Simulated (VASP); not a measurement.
# H19NO8 in VASP: single point with PBE+D3(BJ)

Aim: the single point of H19NO8 with PBE+D3(BJ).

Everything below comes from runs of VASP 6.6.1. Logs are shortened: lines on timing, memory, paths and dates and some standing lists are left out, and cuts for length are marked.

## Step 1: The cell of the first run

The cell holds a disordered packing, 28 atoms: a = 6.066 Å, b = 6.066 Å, c = 6.066 Å, α = 90.00°, β = 90.00°, γ = 90.00°.

## Step 2: Single point, PBE+D3(BJ)

Input file INCAR:

```
  PREC = Accurate
  ENCUT = 1000
  EDIFF = 1E-6
  ISMEAR = -1
  SIGMA = 0.05
  LREAL = Auto
  LASPH = T
  NELM = 120
  ALGO = Normal
  ISIF = 2
  LWAVE = F
  LCHARG = F
  GGA = PE
  IVDW = 12
  NBANDS = 56
  GGA_COMPAT = F
```

Input file KPOINTS:

```
Automatic mesh
0
Gamma
  1 1 1
```

Input file POSCAR:

```
H19NO8
1.0
    6.0659390000      0.0000000000      0.0000000000
    0.0000000000      6.0659390000      0.0000000000
    0.0000000000      0.0000000000      6.0659390000
O H N
8 19 1
Direct
    0.2102466734      0.3046492961      0.5098630716
    0.5774505198      0.4254133135      0.2673349028
    0.7401260915      0.2143062706      0.8276181451
    0.8692888866      0.6215854773      0.5636244038
    1.0833830535      0.4821966118     -0.0045003063
   -0.1246334524      0.0798223062      0.2744127146
    0.4824927413      0.6159293567      0.8472419028
    0.5274668176      0.9465207108      0.5280662443
    0.2761933870      0.1750755598      0.5802424486
    0.3303563642      0.3557163246      0.4109553416
    0.5527396740      0.4982268598      0.1241102583
    0.6777272782      0.2996335405      0.2388223651
    0.6687287254      0.1165556423      0.7171778995
    0.7546702941      0.1249058227      0.9606005322
    0.9989051348      0.5259193988      0.5589080302
    0.7725081729      0.5610678444      0.4482359402
    1.0239863949      0.6241524525      0.0404361389
    0.9674178316      0.4146723856     -0.0954774245
   -0.0341299713      0.1692107319      0.3768024468
    0.0026761539      0.0230328125      0.1777109380
    0.3354325693      0.5451344676      0.8570901852
    0.5846728870      0.5076422693      0.7834596549
    0.6677690684      0.9377171014      0.4442205648
    0.5227156618      0.8134420146      0.6219995312
    0.2947739090      0.1505208261      1.0370301901
    0.3459268270     -0.0414507951      1.2186540696
    0.3259362138     -0.1075006597      0.9584583190
    0.2581056930     -0.0091413427      1.0773950913
```

Potentials or basis: VASP PAW PBE potentials, release 64 (O_h, H_h, N_h).

The run is started by

```bash
> cat potpaw_PBE.64/O_h/POTCAR potpaw_PBE.64/H_h/POTCAR potpaw_PBE.64/N_h/POTCAR > POTCAR
> mpirun -np 1 vasp_gam > vasp.out
```

OUTCAR:

```text
PREC = Accurate
   ENCUT = 1000
   EDIFF = 1E-6
   ISMEAR = -1
   LREAL = Auto
   LASPH = T
   NELM = 120
   ISIF = 2
   GGA = PE
   IVDW = 12
 IVDW          = 12

 ion  position               nearest neighbor table
   1  0.210  0.305  0.510-   9 0.98  10 0.99
   2  0.577  0.425  0.267-  11 0.99  12 0.99
   3  0.740  0.214  0.828-  14 0.98  13 0.99
   4  0.869  0.622  0.564-  15 0.98  16 0.98
   5  0.083  0.482  0.995-  17 0.97  18 0.98
   6  0.875  0.080  0.274-  19 0.99  20 1.03
   7  0.482  0.616  0.847-  22 0.98  21 0.99
   8  0.527  0.947  0.528-  24 0.99  23 0.99
   9  0.276  0.175  0.580-   1 0.98
  10  0.330  0.356  0.411-   1 0.99
  11  0.553  0.498  0.124-   2 0.99
  12  0.678  0.300  0.239-   2 0.99
  13  0.669  0.117  0.717-   3 0.99
  14  0.755  0.125  0.961-   3 0.98
[... 11 lines left out ...]
  26  0.346  0.959  0.219-  28 1.03
  27  0.326  0.892  0.958-  28 1.02
  28  0.258  0.991  0.077-  27 1.02  25 1.02  26 1.03

  LATTYP: Found a simple cubic cell.
 ALAT       =     6.0659390000

  Lattice vectors:

 A1 = (   6.0659390000,   0.0000000000,   0.0000000000)
 A2 = (   0.0000000000,   6.0659390000,   0.0000000000)
 A3 = (   0.0000000000,   0.0000000000,   6.0659390000)

Analysis of symmetry for initial positions (statically):
=====================================================================
 Subroutine PRICEL returns:
 Original cell was already a primitive cell.

 Routine SETGRP: Setting up the symmetry group for a
 simple cubic supercell.

 Subroutine GETGRP returns: Found  1 space group operations
 (whereof  1 operations were pure point group operations)
 out of a pool of 48 trial point group operations.

The static configuration has the point symmetry C_1 .

Analysis of symmetry for dynamics (positions and initial velocities):
=====================================================================
 Subroutine PRICEL returns:
 Original cell was already a primitive cell.

 Routine SETGRP: Setting up the symmetry group for a
 simple cubic supercell.

 Subroutine GETGRP returns: Found  1 space group operations
 (whereof  1 operations were pure point group operations)
 out of a pool of 48 trial point group operations.

The dynamic configuration has the point symmetry C_1 .

 Subroutine INISYM returns: Found  1 space group operations
 (whereof  1 operations are pure point group operations),
 and found     1 'primitive' translations

----------------------------------------------------------------------------------------

                                     Primitive cell

  volume of cell :     223.2000

  direct lattice vectors                    reciprocal lattice vectors
     6.065939000  0.000000000  0.000000000     0.164854938  0.000000000  0.000000000
     0.000000000  6.065939000  0.000000000     0.000000000  0.164854938  0.000000000
     0.000000000  0.000000000  6.065939000     0.000000000  0.000000000  0.164854938

  length of vectors
     6.065939000  6.065939000  6.065939000     0.164854938  0.164854938  0.164854938

  position of ions in fractional coordinates (direct lattice)
     0.210246673  0.304649296  0.509863072
     0.577450520  0.425413314  0.267334903
     0.740126092  0.214306271  0.827618145
     0.869288887  0.621585477  0.563624404
     0.083383054  0.482196612  0.995499694
     0.875366548  0.079822306  0.274412715
[... 20 lines left out ...]
     0.325936214  0.892499340  0.958458319
     0.258105693  0.990858657  0.077395091

  ion indices of the primitive-cell ions
   primitive index   ion index
                 1           1
                 2           2
                 3           3
                 4           4
                 5           5
                 6           6
[... 20 lines left out ...]
                27          27
                28          28

----------------------------------------------------------------------------------------

 KPOINTS: Automatic mesh

Automatic generation of k-mesh.
 Grid dimensions read from file:
 generate k-points for:    1    1    1

 Generating k-lattice:

  Cartesian coordinates                     Fractional coordinates (reciprocal lattice)
     0.164854938  0.000000000  0.000000000     1.000000000  0.000000000  0.000000000
     0.000000000  0.164854938  0.000000000     0.000000000  1.000000000  0.000000000
     0.000000000  0.000000000  0.164854938     0.000000000  0.000000000  1.000000000

  Length of vectors
     0.164854938  0.164854938  0.164854938

  Shift w.r.t. Gamma in fractional coordinates (k-lattice)
     0.000000000  0.000000000  0.000000000

 Subroutine IBZKPT returns following result:
 ===========================================

 Found      1 irreducible k-points:

 Following reciprocal coordinates:
            Coordinates               Weight
  0.000000  0.000000  0.000000      1.000000
   k-points           NKPTS =      1   k-points in BZ     NKDIM =      1   number of bands    NBANDS=     56
   number of dos      NEDOS =    301   number of ions     NIONS =     28
   total plane-waves  NPLWV = 262144
   dimension x,y,z NGX =    64 NGY =   64 NGZ =   64
   dimension x,y,z NGXF=   128 NGYF=  128 NGZF=  128
   ions per type =               8  19   1
   NGX,Y,Z   is equivalent  to a cutoff of  17.54, 17.54, 17.54 a.u.
   NGXF,Y,Z  is equivalent  to a cutoff of  35.08, 35.08, 35.08 a.u.
 SYSTEM =  unknown system
   PREC   = accura    normal or accurate (medium, high low for compatibility)
   ISTART =      0    job   : 0-new  1-cont  2-samecut
   ICHARG =      2    charge: 1-file 2-atom 10-const
   ISPIN  =      1    spin polarized calculation?
   LNONCOLLINEAR =      F non collinear calculations
   LSORBIT =      F    spin-orbit coupling
   LASPH  =      T    aspherical Exc in radial PAW
   ENCUT  = 1000.0 eV  73.50 Ry    8.57 a.u.  15.64 15.64 15.64*2*pi/ulx,y,z
   NELM   =    120;   NELMIN=  2; NELMDL= -5     # of ELM steps
   EDIFF  = 0.1E-05   stopping-criterion for ELM
   LREAL  =      T    real-space projection
   EDIFFG = 0.1E-04   stopping-criterion for IOM
   NSW    =      0    number of steps for IOM
   IBRION =     -1    ionic relax: 0-MD 1-quasi-New 2-CG
   NFREE  =      0    steps in history (QN), initial steepest desc. (CG)
   ISIF   =      2    stress and relaxation
   ISYM   =      2    0-nonsym 1-usesym 2-fastsym
   POTIM  = 0.5000    time-step for ionic-motion
   TEBEG  =    0.0;   TEEND  =   0.0 temperature during run
   PSTRESS=    0.0 pullay stress
   NELECT =      72.0000    total number of electrons
   NUPDOWN=      -1.0000    fix difference up-down
   EMIN   =  10.00;   EMAX   =-10.00  energy-range for DOS
   EFERMI =   0.00;   METHOD = LEGACY
   ISMEAR =    -1;   SIGMA  =   0.05  broadening in eV -4-tet -1-fermi 0-gaus
   EFERMI_NEDOS =   21; number of points for ismear=-14 and -15
   IALGO  =     38    algorithm
   IMIX   =      4    mixing-type and parameters
     AMIX     =   0.40;   BMIX     =  1.00
     AMIX_MAG =   1.60;   BMIX_MAG =  1.00
  volume/ion in A,a.u.               =       7.97        53.79
  Fermi-wavevector in a.u.,A,eV,Ry     =   1.122762  2.121712 17.151423  1.260594
  Thomas-Fermi vector in A             =   2.259424
   LORBIT       =      0    0 simple, 1 ext, 2 COOP (PROOUT), +10 PAW based schemes
   GGA     = PE    functional components
   LHFCALC =     F    Hartree Fock is set to
   AEXX    =    0.0000 exact exchange contribution
   IVDW    =    12    specifies the selected vdW correction
   LEPSILON=     F    determine dielectric tensor
   LRPA    =     F    only Hartree local field effects (RPA)
 non-spin polarized calculation
  energy-cutoff  :     1000.00
  volume of cell :      223.20
 maximum number of plane-waves:      7984
 NGX is ok and might be reduce to    64
   NGX = 31   NGY = 31   NGZ = 31

 number of electron      72.0000001 magnetization

 Free energy of the ion-electron system (eV)
  ---------------------------------------------------
  ext. energy  EPLUGINS =         0.00000000
  ---------------------------------------------------
  free energy    TOTEN  =      -137.16637282 eV

  energy without entropy =     -137.16637282  energy(sigma->0) =     -137.16637282

 E-fermi :  -0.8649     XC(G=0):  -7.7245

 val. band max:       -2.1538600519   @ k =   0.0000   0.0000   0.0000
 cond. band min:       2.4367679548   @ k =   0.0000   0.0000   0.0000
 fundamental gap:      4.5906280068
 Fermi energy:        -0.8649345008

 k-point     1 :       0.0000    0.0000    0.0000
  band No.  band energies     occupation
      1     -21.5799      2.00000
      2     -21.0919      2.00000
      3     -20.9861      2.00000
      4     -20.8908      2.00000
      5     -20.8073      2.00000
      6     -20.5969      2.00000
[... 40 lines left out ...]
     47       8.6168      0.00000
     48       8.7083      0.00000
 [bands above 48 left out]

------------------------ aborting loop because EDIFF is reached ----------------------------------------

 Edisp (eV)   -1.22293

 E8    (eV) :    -0.2534

  FORCE on cell =-STRESS in cart. coord.  units (eV):
  Direction    XX          YY          ZZ          XY          YZ          ZX
  --------------------------------------------------------------------------------------
  -------------------------------------------------------------------------------------
  Total       0.02796     1.19046     1.20268    -0.56783     0.39612    -0.10385
  in kB       0.20069     8.54538     8.63308    -4.07598     2.84341    -0.74549
  external pressure =        5.79 kB  Pullay stress =        0.00 kB

 VOLUME and BASIS-vectors are now :
 -----------------------------------------------------------------------------
  energy-cutoff  :     1000.00
  volume of cell :      223.20
      direct lattice vectors                 reciprocal lattice vectors
     6.065939000  0.000000000  0.000000000     0.164854938  0.000000000  0.000000000
     0.000000000  6.065939000  0.000000000     0.000000000  0.164854938  0.000000000
     0.000000000  0.000000000  6.065939000     0.000000000  0.000000000  0.164854938

 POSITION                                       TOTAL-FORCE (eV/Angst)
 -----------------------------------------------------------------------------------
      1.27534      1.84798      3.09280         0.129125     -0.180157      0.127989
      3.50278      2.58053      1.62164         0.000656      0.008350     -0.031846
      4.48956      1.29997      5.02028        -0.052653     -0.112606      0.066643
      5.27305      3.77050      3.41891         0.007719      0.014601     -0.009107
      0.50580      2.92498      6.03864        -0.073156      0.077465     -0.025388
      5.30992      0.48420      1.66457         0.151763      0.027330     -0.031916
[... 20 lines left out ...]
      1.97711      5.41385      5.81395        -0.054059      0.047650      0.066055
      1.56565      6.01049      0.46947         0.174328     -0.043405     -0.077420
 -----------------------------------------------------------------------------------
    total drift:                                0.003401      0.002041     -0.002400

  FREE ENERGIE OF THE ION-ELECTRON SYSTEM (eV)
  ---------------------------------------------------
  free  energy   TOTEN  =      -138.3893019587 eV

  energy  without entropy=     -138.3893019587  energy(sigma->0) =     -138.38930196
```

Wall time 52 s (1 thread of Intel Xeon Platinum 8259CL at 2.50GHz (Skylake/Cascade Lake), shared host); peak memory 0.5 GiB.

What came out:

```yaml
Free_energy: -138.3893 eV
Pressure: 0.6 GPa
Largest_force: 0.277 eV/Å
Dispersion_energy_per_atom: -0.044 eV
```

Forces on the atoms (eV/Å):
```
O    0.129 -0.180  0.128
O    0.001  0.008 -0.032
O   -0.053 -0.113  0.067
O    0.008  0.015 -0.009
O   -0.073  0.077 -0.025
O    0.152  0.027 -0.032
O    0.014  0.021 -0.038
O    0.150 -0.112  0.067
H   -0.062  0.188 -0.194
H   -0.043 -0.034  0.001
H    0.006  0.017  0.014
H   -0.033  0.031  0.036
H    0.007  0.035  0.019
H    0.023  0.087 -0.067
H    0.017 -0.009  0.006
H    0.005  0.026 -0.003
H    0.050 -0.074 -0.033
H    0.036 -0.028  0.005
H   -0.010 -0.032 -0.079
H   -0.159 -0.003  0.140
H   -0.018 -0.015 -0.002
H   -0.004 -0.002  0.031
H   -0.085  0.083 -0.005
H   -0.050  0.050 -0.015
H   -0.076 -0.066  0.025
H   -0.052 -0.002  0.006
H   -0.054  0.048  0.066
N    0.174 -0.043 -0.077
```

Stress tensor (GPa, compression positive):
```
 0.02 -0.41 -0.07
-0.41  0.85  0.28
-0.07  0.28  0.86
```

Levels at points of the mesh, in eV from the Fermi level:
| k point | band 32 | band 33 | band 34 | band 35 | band 36 | band 37 | band 38 | band 39 | band 40 | band 41 |
| --- | --- | --- | --- | --- | --- | --- | --- | --- | --- | --- |
| (0.00, 0.00, 0.00) | -2.29 | -2.21 | -2.04 | -1.60 | -1.29 | 3.30 | 6.56 | 6.97 | 7.30 | 7.64 |

Caveat: the k points lie up to 1.04 Å⁻¹ apart, too coarse for converged energies, forces and pressures.
